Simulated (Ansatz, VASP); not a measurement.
## SiC in VASP and in Ansatz

The input POSCAR:

```
SiC
1.0
    3.0754668474      0.0000000000      0.0000000000
   -1.5377334237      2.6634324183      0.0000000000
    0.0000000000      0.0000000000      5.0485335429
Si C
2 2
Direct
    0.3333333333      0.6666666667     -0.0562899687
    0.6666666667      0.3333333333      0.4437100313
    0.3333333333      0.6666666667      0.4312899687
    0.6666666667      0.3333333333      0.9312899687
```

File INCAR.step1:

```
SYSTEM = SiC
PREC = Accurate
ENCUT = 520
ISMEAR = 0
SIGMA = 0.01
LREAL = .FALSE.
LASPH = .TRUE.
NELM = 100
NBANDS = 16
GGA = PE
ALGO = Normal
EDIFF = 1E-4
LWAVE = .TRUE.
LCHARG = .FALSE.
```

The input INCAR.step2:

```
SYSTEM = SiC
PREC = Accurate
ENCUT = 520
EDIFF = 1E-7
ISMEAR = 0
SIGMA = 0.01
LREAL = .FALSE.
LASPH = .TRUE.
NELM = 100
ALGO = Normal
ISIF = 2
LWAVE = .FALSE.
LCHARG = .FALSE.
METAGGA = R2SCAN
LMIXTAU = .TRUE.
NBANDS = 16
ISTART = 1
```

The input KPOINTS:

```
regular mesh
0
G
  12 12 6
  0 0 0
```

Input for Ansatz:

```yaml
crystal:
  lattice:
    - [3.0754668474, 0.0, 0.0]
    - [-1.5377334237, 2.6634324183, 0.0]
    - [0.0, 0.0, 5.0485335429]
  atoms:
    - { symbol: Si, position: [0.3333333333, 0.6666666667, -0.0562899687] }
    - { symbol: Si, position: [0.6666666667, 0.3333333333, 0.4437100313] }
    - { symbol: C, position: [0.3333333333, 0.6666666667, 0.4312899687] }
    - { symbol: C, position: [0.6666666667, 0.3333333333, 0.9312899687] }
basis:
  ecutwfc: 600.0
  xc_grid: 2
kpoints:
  mp_grid: { grid: [12, 12, 6] }
hamiltonian:
  xc: r2scan
  pseudopotentials: { kind: paw, azcp: { folder: soft_1 } }
scf:
  occupations: { method: fixed }
output:
  forces: true
  stress: true
  eigenvalues: true
  polarization: {}
```

Change from the starting cell: polar distortion scaled by 0.10.

Alike in both runs: task single point; functional r2SCAN; k mesh 12 × 12 × 6; no spin polarisation.

|  | VASP | Ansatz |
| --- | --- | --- |
| version | VASP 6.6.1 | Ansatz 0.2.0 |
| potentials or method | VASP PAW PBE potentials, release 64 (Si, C), cutoff 520 eV | scalar-relativistic, plane waves, PAW |
| occupations | gaussian, width 0.01 eV | fixed |
| valence electrons in the cell | 16 | 16 |

Ansatz gave:

| Property | Result |
| --- | --- |
| gap on the k mesh at the Fermi level (eV) | 1.02 |
| least direct gap on the mesh (eV) | 3.12 |
| pressure (GPa) | 10.6 |
| traceless stress, the component that is largest in VASP (GPa) | -8.68 |
| rms of the force components (eV/Å) | 0.398 |

Q: What did VASP give for the same quantities?

A: gap on the k mesh at the Fermi level (eV): 1.02; least direct gap on the mesh (eV): 3.12; pressure (GPa): 10.3; traceless stress, the component that is largest in VASP (GPa): -8.28; rms of the force components (eV/Å): 0.399.

VASP's potentials were made for PBE, not for r2SCAN. Atom by atom the forces differ by 0.001 eV/Å (rms over components).
